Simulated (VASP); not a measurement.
Here is a VASP 6.6.1 calculation.

File INCAR:

```
SYSTEM = BP
  PREC = Accurate
  ENCUT = 520
  EDIFF = 1E-7
  ISMEAR = -1
  SIGMA = 0.05
  LREAL = .False.
  LASPH = .True.
  NELM = 80
  ALGO = Normal
  ISIF = 2
  LWAVE = .False.
  LCHARG = .False.
  GGA = CA
  NBANDS = 11
```

Contents of KPOINTS:

```
Automatic mesh
0
Gamma
  15 15 15
  0 0 0
```

Contents of POSCAR:

```
BP
1.0
    0.0000000000      2.3135014941      2.3135014941
    2.3135014941      0.0000000000      2.3135014941
    2.3135014941      2.3135014941      0.0000000000
B P
1 1
Direct
    0.0000000000      0.0000000000      0.0000000000
    0.7500000000      0.7500000000      0.7500000000
```

Potentials or basis: VASP PAW LDA potentials, release 64 (B, P).

The run is started by

```console
$ cat potpaw_LDA.64/B/POTCAR potpaw_LDA.64/P/POTCAR > POTCAR
$ mpirun -np 1 vasp_std > vasp.out
```

Problem. Estimate the pressure.

Solution. -13.4 GPa.

Problem. Predict the band gap on the k mesh.

Solution. 1.25 eV, indirect (least direct gap 3.29 eV).

 A k mesh can miss the band edges.
